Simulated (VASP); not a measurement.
# ZrN (Fm-3m) in VASP: single point with PBE

Aim: the single point of ZrN with PBE.

All numbers are computed with VASP 6.6.1; they aren't measurements. Logs are shortened: lines on timing, memory, paths and dates and some standing lists are left out, and cuts for length are marked.

## (1) The cell of the first run

Symmetry: Fm-3m, No. 225, cubic system. Conventional cell: a = 4.614 Å, b = 4.614 Å, c = 4.614 Å, α = 90.00°, β = 90.00°, γ = 90.00°. Zr (site symmetry m-3m) has 6 N at 2.31 Å within 3.0 Å. N (site symmetry m-3m) has 6 Zr at 2.31 Å within 3.0 Å.

## (2) Single point, PBE (volume scaled by 1.03)

INCAR

```
SYSTEM = ZrN
PREC = Accurate ; ENCUT = 600
EDIFF = 1E-6 ; ISMEAR = -1
SIGMA = 0.01 ; LREAL = .FALSE.
LASPH = .TRUE. ; NELM = 120
ALGO = Normal ; ISIF = 2
LWAVE = .FALSE. ; LCHARG = .FALSE.
GGA = PE ; NBANDS = 16
GGA_COMPAT = .FALSE.
```

KPOINTS

```
Automatic mesh
0
G
  9 9 9
  0 0 0
```

POSCAR

```
ZrN
1.0
    0.0000000000      2.3068476096      2.3068476096
    2.3068476096      0.0000000000      2.3068476096
    2.3068476096      2.3068476096      0.0000000000
Zr N
1 1
Direct
    0.0000000000      0.0000000000      0.0000000000
    0.5000000000      0.5000000000      0.5000000000
```

Potentials or basis: VASP PAW PBE potentials, release 64 (Zr_sv, N).

Started as:

```console
$ cat potpaw_PBE.64/Zr_sv/POTCAR potpaw_PBE.64/N/POTCAR > POTCAR
$ mpirun -np 1 vasp_std > vasp.out
```

OUTCAR:

```text
SYSTEM = ZrN
   PREC = Accurate
   ENCUT = 600
   EDIFF = 1E-6
   ISMEAR = -1
   LREAL = .FALSE.
   LASPH = .TRUE.
   NELM = 120
   ISIF = 2
   GGA = PE

 ion  position               nearest neighbor table
   1  0.000  0.000  0.000-   2 2.31   2 2.31   2 2.31   2 2.31   2 2.31   2 2.31
   2  0.500  0.500  0.500-   1 2.31   1 2.31   1 2.31   1 2.31   1 2.31   1 2.31

  LATTYP: Found a face centered cubic cell.
 ALAT       =     4.6136952192

  Lattice vectors:

 A1 = (   0.0000000000,   2.3068476096,   2.3068476096)
 A2 = (   2.3068476096,   0.0000000000,   2.3068476096)
 A3 = (   2.3068476096,   2.3068476096,   0.0000000000)

Analysis of symmetry for initial positions (statically):
=====================================================================
 Subroutine PRICEL returns:
 Original cell was already a primitive cell.

 Routine SETGRP: Setting up the symmetry group for a
 face centered cubic supercell.

 Subroutine GETGRP returns: Found 48 space group operations
 (whereof 48 operations were pure point group operations)
 out of a pool of 48 trial point group operations.

The static configuration has the point symmetry O_h .

Analysis of symmetry for dynamics (positions and initial velocities):
=====================================================================
 Subroutine PRICEL returns:
 Original cell was already a primitive cell.

 Routine SETGRP: Setting up the symmetry group for a
 face centered cubic supercell.

 Subroutine GETGRP returns: Found 48 space group operations
 (whereof 48 operations were pure point group operations)
 out of a pool of 48 trial point group operations.

The dynamic configuration has the point symmetry O_h .

 Subroutine INISYM returns: Found 48 space group operations
 (whereof 48 operations are pure point group operations),
 and found     1 'primitive' translations

----------------------------------------------------------------------------------------

                                     Primitive cell

  volume of cell :      24.5520

  direct lattice vectors                    reciprocal lattice vectors
     0.000000000  2.306847610  2.306847610    -0.216746003  0.216746003  0.216746003
     2.306847610  0.000000000  2.306847610     0.216746003 -0.216746003  0.216746003
     2.306847610  2.306847610  0.000000000     0.216746003  0.216746003 -0.216746003

  length of vectors
     3.262375176  3.262375176  3.262375176     0.375415090  0.375415090  0.375415090

  position of ions in fractional coordinates (direct lattice)
     0.000000000  0.000000000  0.000000000
     0.500000000  0.500000000  0.500000000

  ion indices of the primitive-cell ions
   primitive index   ion index
                 1           1
                 2           2

----------------------------------------------------------------------------------------

 KPOINTS: Automatic mesh

Automatic generation of k-mesh.
 Grid dimensions read from file:
 generate k-points for:    9    9    9

 Generating k-lattice:

  Cartesian coordinates                     Fractional coordinates (reciprocal lattice)
    -0.024082889  0.024082889  0.024082889     0.111111111  0.000000000  0.000000000
     0.024082889 -0.024082889  0.024082889     0.000000000  0.111111111  0.000000000
     0.024082889  0.024082889 -0.024082889     0.000000000  0.000000000  0.111111111

  Length of vectors
     0.041712788  0.041712788  0.041712788

  Shift w.r.t. Gamma in fractional coordinates (k-lattice)
     0.000000000  0.000000000  0.000000000

 Subroutine IBZKPT returns following result:
 ===========================================

 Found     35 irreducible k-points:

 Following reciprocal coordinates:
            Coordinates               Weight
  0.000000  0.000000  0.000000      1.000000
  0.111111  0.000000  0.000000      8.000000
  0.222222  0.000000  0.000000      8.000000
  0.333333  0.000000  0.000000      8.000000
  0.444444  0.000000  0.000000      8.000000
  0.111111  0.111111  0.000000      6.000000
[... 16 lines left out ...]
 -0.333333  0.333333  0.000000     12.000000
  0.444444  0.444444  0.000000      6.000000
 [... further k-points ...]
   k-points           NKPTS =     35   k-points in BZ     NKDIM =     35   number of bands    NBANDS=     16
   number of dos      NEDOS =    301   number of ions     NIONS =      2
   total plane-waves  NPLWV =  21952
   dimension x,y,z NGX =    28 NGY =   28 NGZ =   28
   dimension x,y,z NGXF=    56 NGYF=   56 NGZF=   56
   ions per type =               1   1
   NGX,Y,Z   is equivalent  to a cutoff of  14.27, 14.27, 14.27 a.u.
   NGXF,Y,Z  is equivalent  to a cutoff of  28.54, 28.54, 28.54 a.u.
 SYSTEM =  ZrN
   PREC   = accura    normal or accurate (medium, high low for compatibility)
   ISTART =      0    job   : 0-new  1-cont  2-samecut
   ICHARG =      2    charge: 1-file 2-atom 10-const
   ISPIN  =      1    spin polarized calculation?
   LNONCOLLINEAR =      F non collinear calculations
   LSORBIT =      F    spin-orbit coupling
   LASPH  =      T    aspherical Exc in radial PAW
   ENCUT  =  600.0 eV  44.10 Ry    6.64 a.u.   6.52  6.52  6.52*2*pi/ulx,y,z
   NELM   =    120;   NELMIN=  2; NELMDL= -5     # of ELM steps
   EDIFF  = 0.1E-05   stopping-criterion for ELM
   LREAL  =      F    real-space projection
   EDIFFG = 0.1E-04   stopping-criterion for IOM
   NSW    =      0    number of steps for IOM
   IBRION =     -1    ionic relax: 0-MD 1-quasi-New 2-CG
   NFREE  =      0    steps in history (QN), initial steepest desc. (CG)
   ISIF   =      2    stress and relaxation
   ISYM   =      2    0-nonsym 1-usesym 2-fastsym
   POTIM  = 0.5000    time-step for ionic-motion
   TEBEG  =    0.0;   TEEND  =   0.0 temperature during run
   PSTRESS=    0.0 pullay stress
   NELECT =      17.0000    total number of electrons
   NUPDOWN=      -1.0000    fix difference up-down
   EMIN   =  10.00;   EMAX   =-10.00  energy-range for DOS
   EFERMI =   0.00;   METHOD = LEGACY
   ISMEAR =    -1;   SIGMA  =   0.01  broadening in eV -4-tet -1-fermi 0-gaus
   EFERMI_NEDOS =   21; number of points for ismear=-14 and -15
   IALGO  =     38    algorithm
   IMIX   =      4    mixing-type and parameters
     AMIX     =   0.40;   BMIX     =  1.00
     AMIX_MAG =   1.60;   BMIX_MAG =  1.00
  volume/ion in A,a.u.               =      12.28        82.84
  Fermi-wavevector in a.u.,A,eV,Ry     =   1.448312  2.736913 28.539698  2.097609
  Thomas-Fermi vector in A             =   2.566168
   LORBIT       =      0    0 simple, 1 ext, 2 COOP (PROOUT), +10 PAW based schemes
   GGA     = PE    functional components
   LHFCALC =     F    Hartree Fock is set to
   AEXX    =    0.0000 exact exchange contribution
   IVDW    =     0    specifies the selected vdW correction
   LEPSILON=     F    determine dielectric tensor
   LRPA    =     F    only Hartree local field effects (RPA)
 non-spin polarized calculation
  energy-cutoff  :      600.00
  volume of cell :       24.55
 maximum number of plane-waves:       869
 NGX is ok and might be reduce to    28
   NGX = 13   NGY = 13   NGZ = 13

 number of electron      17.0000000 magnetization

 Free energy of the ion-electron system (eV)
  ---------------------------------------------------
  ext. energy  EPLUGINS =         0.00000000
  ---------------------------------------------------
  free energy    TOTEN  =       -20.37308557 eV

  energy without entropy =      -20.37211270  energy(sigma->0) =      -20.37259913

 E-fermi :  11.7019     XC(G=0): -12.4061

 val. band max:       11.6806514378   @ k =   0.1111   0.0000   0.0000
 cond. band min:      11.7096225640   @ k =   0.4444   0.2222   0.1111
 fundamental gap:      0.0289711262
 Fermi energy:        11.7019389192

 k-point     1 :       0.0000    0.0000    0.0000
  band No.  band energies     occupation
      1     -37.9133      2.00000
      2     -15.5531      2.00000
      3     -15.5531      2.00000
      4     -15.5531      2.00000
      5      -4.4678      2.00000
      6       9.0927      2.00000
[... 8 lines left out ...]
     15      20.8843      0.00000
     16      33.8730      0.00000

 k-point     2 :       0.1111    0.0000    0.0000
  band No.  band energies     occupation
      1     -37.8984      2.00000
      2     -15.6926      2.00000
      3     -15.5636      2.00000
      4     -15.5636      2.00000
      5      -4.2331      2.00000
      6       8.1635      2.00000
[... 8 lines left out ...]
     15      21.6715      0.00000
     16      31.6135      0.00000

 k-point     3 :       0.2222    0.0000    0.0000
  band No.  band energies     occupation
      1     -37.8602      2.00000
      2     -16.0287      2.00000
      3     -15.5902      2.00000
      4     -15.5902      2.00000
      5      -3.6352      2.00000
      6       6.5521      2.00000
[... 8 lines left out ...]
     15      23.3442      0.00000
     16      29.2086      0.00000

 k-point     4 :       0.3333    0.0000    0.0000
  band No.  band energies     occupation
      1     -37.8163      2.00000
      2     -16.3854      2.00000
      3     -15.6201      2.00000
      4     -15.6201      2.00000
      5      -2.9274      2.00000
      6       5.1302      2.00000
[... 8 lines left out ...]
     15      23.9608      0.00000
     16      26.3398      0.00000

 k-point     5 :       0.4444    0.0000    0.0000
  band No.  band energies     occupation
      1     -37.7874      2.00000
      2     -16.6060      2.00000
      3     -15.6394      2.00000
      4     -15.6394      2.00000
      5      -2.4276      2.00000
      6       4.2790      2.00000
[... 8 lines left out ...]
     15      24.2100      0.00000
     16      24.2105      0.00000

 k-point     6 :       0.1111    0.1111    0.0000
  band No.  band energies     occupation
      1     -37.8934      2.00000
      2     -15.6855      2.00000
      3     -15.5926      2.00000
      4     -15.5926      2.00000
      5      -4.1767      2.00000
      6       7.5140      2.00000
[... 8 lines left out ...]
     15      21.9287      0.00000
     16      31.3394      0.00000

 k-point     7 :       0.2222    0.1111    0.0000
  band No.  band energies     occupation
      1     -37.8630      2.00000
      2     -15.9315      2.00000
      3     -15.6334      2.00000
      4     -15.6126      2.00000
      5      -3.7634      2.00000
      6       6.4512      2.00000
[... 8 lines left out ...]
     15      23.3593      0.00000
     16      28.8348      0.00000

 k-point     8 :       0.3333    0.1111    0.0000
  band No.  band energies     occupation
      1     -37.8210      2.00000
      2     -16.2633      2.00000
      3     -15.6665      2.00000
      4     -15.6481      2.00000
      5      -3.1846      2.00000
      6       5.4794      2.00000
[... 8 lines left out ...]
     15      24.1573      0.00000
     16      26.5687      0.00000

 k-point     9 :       0.4444    0.1111    0.0000
  band No.  band energies     occupation
      1     -37.7871      2.00000
      2     -16.5137      2.00000
      3     -15.6950      2.00000
      4     -15.6768      2.00000
      5      -2.6937      2.00000
      6       4.7236      2.00000
[... 8 lines left out ...]
     15      23.7513      0.00000
     16      24.6717      0.00000
[... 172 lines left out ...]
 k-point    19 :      -0.2222    0.2222    0.0000
  band No.  band energies     occupation
      1     -37.8005      2.00000
      2     -16.2838      2.00000
      3     -15.8683      2.00000
      4     -15.6170      2.00000
      5      -3.0093      2.00000
      6       5.2380      2.00000
[... 8 lines left out ...]
     15      24.2864      0.00000
     16      24.3480      0.00000

 k-point    20 :       0.3333    0.3333    0.0000
  band No.  band energies     occupation
      1     -37.7850      2.00000
      2     -16.2502      2.00000
      3     -15.8045      2.00000
      4     -15.8045      2.00000
      5      -3.6281      2.00000
      6       6.0256      2.00000
[... 8 lines left out ...]
     15      24.8494      0.00000
     16      27.0445      0.00000

 k-point    21 :       0.4444    0.3333    0.0000
  band No.  band energies     occupation
      1     -37.7610      2.00000
      2     -16.3415      2.00000
      3     -15.8880      2.00000
      4     -15.8320      2.00000
      5      -3.6312      2.00000
      6       6.4139      2.00000
[... 8 lines left out ...]
     15      23.0090      0.00000
     16      26.4958      0.00000

 k-point    22 :      -0.4444    0.3333    0.0000
  band No.  band energies     occupation
      1     -37.7479      2.00000
      2     -16.3303      2.00000
      3     -16.0502      2.00000
      4     -15.8098      2.00000
      5      -3.4392      2.00000
      6       6.3832      2.00000
[... 8 lines left out ...]
     15      22.3373      0.00000
     16      25.2037      0.00000

 k-point    23 :      -0.3333    0.3333    0.0000
  band No.  band energies     occupation
      1     -37.7520      2.00000
      2     -16.2606      2.00000
      3     -16.1708      2.00000
      4     -15.7478      2.00000
      5      -3.1293      2.00000
      6       5.6431      2.00000
[... 8 lines left out ...]
     15      22.7048      0.00000
     16      22.9761      0.00000

 k-point    24 :       0.4444    0.4444    0.0000
  band No.  band energies     occupation
      1     -37.7473      2.00000
      2     -16.3984      2.00000
      3     -15.8770      2.00000
      4     -15.8770      2.00000
      5      -3.8742      2.00000
      6       6.9596      2.00000
[... 8 lines left out ...]
     15      21.9571      0.00000
     16      27.1904      0.00000

 [... further k-points ...]
[... 5 lines left out ...]
  --------------------------------------------------------------------------------------
  -------------------------------------------------------------------------------------
  Total       -0.4407191     -0.4407191     -0.4407191     -0.0000000      0.0000000      0.0000000
  in kB      -28.7597938    -28.7597938    -28.7597938     -0.0000000      0.0000000      0.0000000
  external PRESSURE =     -28.7597938 kB  Pullay stress =       0.0000000 kB

 VOLUME and BASIS-vectors are now :
 -----------------------------------------------------------------------------
  energy-cutoff  :      600.00
  volume of cell :       24.55
      direct lattice vectors                 reciprocal lattice vectors
     0.000000000  2.306847610  2.306847610    -0.216746003  0.216746003  0.216746003
     2.306847610  0.000000000  2.306847610     0.216746003 -0.216746003  0.216746003
     2.306847610  2.306847610  0.000000000     0.216746003  0.216746003 -0.216746003

 POSITION                                       TOTAL-FORCE (eV/Angst)
 -----------------------------------------------------------------------------------
      0.00000      0.00000      0.00000         0.000000     -0.000000     -0.000000
      2.30685      2.30685      2.30685        -0.000000      0.000000      0.000000
 -----------------------------------------------------------------------------------
    total drift:                                0.000000      0.000000      0.000000

  FREE ENERGIE OF THE ION-ELECTRON SYSTEM (eV)
  ---------------------------------------------------
  free  energy   TOTEN  =       -20.3730855669 eV

  energy  without entropy=      -20.3721126954  energy(sigma->0) =      -20.37259913
```

It took 41 s on 1 thread of Intel Xeon 8259CL, shared host; peak memory 0.16 GiB.

Results:

```yaml
Free_energy: -20.3731 eV
Pressure: -2.9 GPa
```
